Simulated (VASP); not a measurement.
# C (Fd-3m) in VASP: a series of runs, part 2 of 2

VASP 6.6.1.

### 3 Electric field gradients, LDA (volume scaled by 1.06)

The input, INCAR:

```
PREC     = Accurate       # precision mode
ENCUT    = 520            # plane-wave cutoff, eV
EDIFF    = 1E-8           # SCF threshold, eV
ISMEAR   = -1             # smearing method
SIGMA    = 0.08           # smearing width, eV
LREAL    = False          # projectors in reciprocal space
LASPH    = True           # aspherical terms in the spheres
NELM     = 60             # most SCF steps
ALGO     = Normal         # electronic algorithm
ISIF     = 2              # what is computed and relaxed
LWAVE    = False          # write WAVECAR
LCHARG   = False          # write CHGCAR
GGA      = CA             # functional
LEFG     = True         
NBANDS   = 11             # bands
```

The input, KPOINTS:

```
Automatic mesh
0
Gamma
  20 20 20
```

The input, POSCAR:

```
C
1.0
    0.0000000000      1.8183775075      1.8183775075
    1.8183775075      0.0000000000      1.8183775075
    1.8183775075      1.8183775075      0.0000000000
C
2
Direct
    0.5000000000      0.5000000000      0.5000000000
    0.7500000000      0.7500000000      0.7500000000
```

Potentials or basis: VASP PAW LDA potentials, release 64 (C).

Command:

```
> cat potpaw_LDA.64/C/POTCAR > POTCAR
> mpirun -np 1 vasp_std > vasp.out
```

OUTCAR:

```text
PREC = Accurate
   ENCUT = 520
   EDIFF = 1E-8
   ISMEAR = -1
   LREAL = False
   LASPH = True
   NELM = 60
   ISIF = 2
   GGA = CA

 ion  position               nearest neighbor table
   1  0.500  0.500  0.500-   2 1.57   2 1.57   2 1.57   2 1.57
   2  0.750  0.750  0.750-   1 1.57   1 1.57   1 1.57   1 1.57

  LATTYP: Found a face centered cubic cell.
 ALAT       =     3.6367550150

  Lattice vectors:

 A1 = (   0.0000000000,   1.8183775075,   1.8183775075)
 A2 = (   1.8183775075,   0.0000000000,   1.8183775075)
 A3 = (   1.8183775075,   1.8183775075,   0.0000000000)

Analysis of symmetry for initial positions (statically):
=====================================================================
 Subroutine PRICEL returns:
 Original cell was already a primitive cell.

 Routine SETGRP: Setting up the symmetry group for a
 face centered cubic supercell.

 Subroutine GETGRP returns: Found 48 space group operations
 (whereof 24 operations were pure point group operations)
 out of a pool of 48 trial point group operations.

The static configuration has the point symmetry T_d .
 The point group associated with its full space group is O_h .

Analysis of symmetry for dynamics (positions and initial velocities):
=====================================================================
 Subroutine PRICEL returns:
 Original cell was already a primitive cell.

 Routine SETGRP: Setting up the symmetry group for a
 face centered cubic supercell.

 Subroutine GETGRP returns: Found 48 space group operations
 (whereof 24 operations were pure point group operations)
 out of a pool of 48 trial point group operations.

The dynamic configuration has the point symmetry T_d .
 The point group associated with its full space group is O_h .

 Subroutine INISYM returns: Found 48 space group operations
 (whereof 24 operations are pure point group operations),
 and found     1 'primitive' translations

----------------------------------------------------------------------------------------

                                     Primitive cell

  volume of cell :      12.0249

  direct lattice vectors                    reciprocal lattice vectors
     0.000000000  1.818377507  1.818377507    -0.274970405  0.274970405  0.274970405
     1.818377507  0.000000000  1.818377507     0.274970405 -0.274970405  0.274970405
     1.818377507  1.818377507  0.000000000     0.274970405  0.274970405 -0.274970405

  length of vectors
     2.571574133  2.571574133  2.571574133     0.476262712  0.476262712  0.476262712

  position of ions in fractional coordinates (direct lattice)
     0.500000000  0.500000000  0.500000000
     0.750000000  0.750000000  0.750000000

  ion indices of the primitive-cell ions
   primitive index   ion index
                 1           1
                 2           2

----------------------------------------------------------------------------------------

 KPOINTS: Automatic mesh

Automatic generation of k-mesh.
 Grid dimensions read from file:
 generate k-points for:   20   20   20

 Generating k-lattice:
[... 73 lines left out ...]
   NELECT =       8.0000    total number of electrons
   NUPDOWN=      -1.0000    fix difference up-down
   EMIN   =  10.00;   EMAX   =-10.00  energy-range for DOS
   EFERMI =   0.00;   METHOD = LEGACY
   ISMEAR =    -1;   SIGMA  =   0.08  broadening in eV -4-tet -1-fermi 0-gaus
   EFERMI_NEDOS =   21; number of points for ismear=-14 and -15
   IALGO  =     38    algorithm
   IMIX   =      4    mixing-type and parameters
     AMIX     =   0.40;   BMIX     =  1.00
     AMIX_MAG =   1.60;   BMIX_MAG =  1.00
  volume/ion in A,a.u.               =       6.01        40.57
  Fermi-wavevector in a.u.,A,eV,Ry     =   1.429149  2.700700 27.789440  2.042466
  Thomas-Fermi vector in A             =   2.549134
   LORBIT       =      0    0 simple, 1 ext, 2 COOP (PROOUT), +10 PAW based schemes
   GGA     = CA    functional components
   LHFCALC =     F    Hartree Fock is set to
   AEXX    =    0.0000 exact exchange contribution
   IVDW    =     0    specifies the selected vdW correction
   LEPSILON=     F    determine dielectric tensor
   LRPA    =     F    only Hartree local field effects (RPA)
 non-spin polarized calculation
  energy-cutoff  :      520.00
  volume of cell :       12.02
 maximum number of plane-waves:       332
   NGX =  9   NGY =  9   NGZ =  9

 number of electron       8.0000002 magnetization

 Free energy of the ion-electron system (eV)
  ---------------------------------------------------
  ext. energy  EPLUGINS =         0.00000000
  ---------------------------------------------------
  free energy    TOTEN  =       -20.13777116 eV

  energy without entropy =      -20.13777116  energy(sigma->0) =      -20.13777116

 E-fermi :  10.2921     XC(G=0): -13.2196

 val. band max:        8.8885829035   @ k =   0.0000   0.0000   0.0000
 cond. band min:      12.8506789269   @ k =   0.3500   0.3500   0.0000
 fundamental gap:      3.9620960234
 Fermi energy:        10.2921477977

 k-point     1 :       0.0000    0.0000    0.0000
  band No.  band energies     occupation
      1     -11.6685      2.00000
      2       8.8886      2.00000
      3       8.8886      2.00000
      4       8.8886      2.00000
      5      14.2676      0.00000
      6      14.2676      0.00000
      7      14.2676      0.00000
      8      21.1395      0.00000
      9      27.1468      0.00000
     10      34.8776      0.00000
     11      34.8776      0.00000
[... 309 lines left out ...]
 k-point    24 :      -0.3500    0.0500    0.0000
  band No.  band energies     occupation
      1      -8.1387      2.00000
      2      -0.9917      2.00000
      3       6.0465      2.00000
      4       6.6732      2.00000
      5      16.8343      0.00000
      6      17.0760      0.00000
      7      17.2218      0.00000
      8      23.3064      0.00000
      9      28.8490      0.00000
     10      31.0839      0.00000
     11      32.1250      0.00000

 [... further k-points ...]
[... 5 lines left out ...]
  --------------------------------------------------------------------------------------
  -------------------------------------------------------------------------------------
  Total       -2.5344817     -2.5344817     -2.5344817     -0.0000000      0.0000000     -0.0000000
  in kB     -337.6895255   -337.6895255   -337.6895255     -0.0000000      0.0000000     -0.0000000
  external PRESSURE =    -337.6895255 kB  Pullay stress =       0.0000000 kB

 VOLUME and BASIS-vectors are now :
 -----------------------------------------------------------------------------
  energy-cutoff  :      520.00
  volume of cell :       12.02
      direct lattice vectors                 reciprocal lattice vectors
     0.000000000  1.818377507  1.818377507    -0.274970405  0.274970405  0.274970405
     1.818377507  0.000000000  1.818377507     0.274970405 -0.274970405  0.274970405
     1.818377507  1.818377507  0.000000000     0.274970405  0.274970405 -0.274970405

 POSITION                                       TOTAL-FORCE (eV/Angst)
 -----------------------------------------------------------------------------------
      1.81838      1.81838      1.81838         0.000000      0.000000      0.000000
      2.72757      2.72757      2.72757        -0.000000     -0.000000     -0.000000
 -----------------------------------------------------------------------------------
    total drift:                                0.000000     -0.000000      0.000000

  FREE ENERGIE OF THE ION-ELECTRON SYSTEM (eV)
  ---------------------------------------------------
  free  energy   TOTEN  =       -20.1377711557 eV

  energy  without entropy=      -20.1377711556  energy(sigma->0) =      -20.13777116

 Electric field gradients (V/A^2)
---------------------------------------------------------------------
 ion       V_xx      V_yy      V_zz      V_xy      V_xz      V_yz
---------------------------------------------------------------------
   1       0.000    -0.000    -0.000     0.000     0.000     0.000
   2      -0.000    -0.000    -0.000     0.000     0.000     0.000
---------------------------------------------------------------------

 Electric field gradients after diagonalization (V/A^2)
 (convention: |V_zz| > |V_xx| > |V_yy|)
----------------------------------------------------------------------
 ion       V_xx      V_yy      V_zz     asymmetry (V_yy - V_xx)/ V_zz
----------------------------------------------------------------------
   1      -0.000    -0.000     0.000       0.000
   2      -0.000    -0.000     0.000       0.000
----------------------------------------------------------------------

           NMR quadrupolar parameters

 Cq : quadrupolar parameter    Cq=e*Q*V_zz/h
 eta: asymmetry parameters     (V_yy - V_xx)/ V_zz
 Q  : nuclear electric quadrupole moment in mb (millibarn)
----------------------------------------------------------------------
 ion       Cq(MHz)       eta       Q (mb)
----------------------------------------------------------------------
   1       0.000       0.000       1.000
   2       0.000       0.000       1.000
----------------------------------------------------------------------
```

It took 18 s on 1 thread of AMD EPYC 9R14 (Zen 4), shared host; peak memory 0.1 GiB.

Results:

- Free energy: -20.1378 eV
- Pressure: -33.8 GPa
- Band gap on the k mesh: 3.96 eV, indirect (least direct gap 5.38 eV)

Levels at points of the mesh, in eV from the valence-band top:
```csv
k point,band 2,band 3,band 4,band 5,band 6,band 7
"(0.00, 0.00, 0.00)",0.00,0.00,0.00,5.38,5.38,5.38
"(0.50, 0.00, 0.00)",-12.73,-2.64,-2.64,8.13,8.13,8.23
"(0.50, 0.50, 0.00)",-12.21,-5.95,-5.95,4.57,4.57,15.76
```

Caveat: without QUAD_EFG the Cq values of the log hold for a quadrupole moment of 1 mb, not for the nuclei. A k mesh can miss the band edges.
